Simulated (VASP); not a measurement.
Runs of VASP 6.6.1 on CuI. Symmetry: F-43m, No. 216, cubic system. Conventional cell: a = 6.024 Å, b = 6.024 Å, c = 6.024 Å, α = 90.00°, β = 90.00°, γ = 90.00°. Cu (site symmetry -43m) has 4 I at 2.61 Å within 3.4 Å. Within 3.4 Å of I (site symmetry -43m) lie 4 Cu at 2.61 Å. 

| level | potentials or basis | k mesh | grid for exact exchange (PRECFOCK) | share of exact exchange | screening parameter | gap on the mesh (eV) | pressure (GPa) |
| --- | --- | --- | --- | --- | --- | --- | --- |
| PBE-based screened hybrid with 40 % exact exchange | VASP PAW PBE potentials, release 64 (Cu, I) | 4 × 4 × 4 | Normal | 0.4 | 0.5 1/Å | 2.62 | (a) |
| PBEsol | VASP PAW PBE potentials, release 64 (Cu, I) | 6 × 6 × 6 | - | - | - | 1.08 | (b) |
| LDA | VASP PAW LDA potentials, release 64 (Cu, I) | 6 × 6 × 6 | - | - | - | (c) | -3.6 |
| PBE-based screened hybrid with 15 % exact exchange | VASP PAW PBE potentials, release 64 (Cu, I) | 4 × 4 × 4 | Normal | 0.15 | 0.3 1/Å | 1.93 | 1.4 |
| PBE-based screened hybrid with 30 % exact exchange | VASP PAW PBE potentials, release 64 (Cu, I) | 4 × 4 × 4 | Normal | 0.3 | 0.5 1/Å | 2.27 | 1.9 |

Alike in all rows: task single point; no spin polarisation; cell as given; cutoff (eV) 520; smearing gaussian 0.01 eV.

Fill in the values left out.

(a) 2.0; (b) -1.4; (c) 1.05.

Caveats: some runs use coarse meshes; spin-orbit coupling is left out, which moves the levels of the heavy elements; the PAW data sets were made with another functional, which shifts forces and pressure a little (at least some runs); the cell stands under tension (at least some runs).

A k mesh can miss the band edges, and the runs leave out spin-orbit coupling on I.
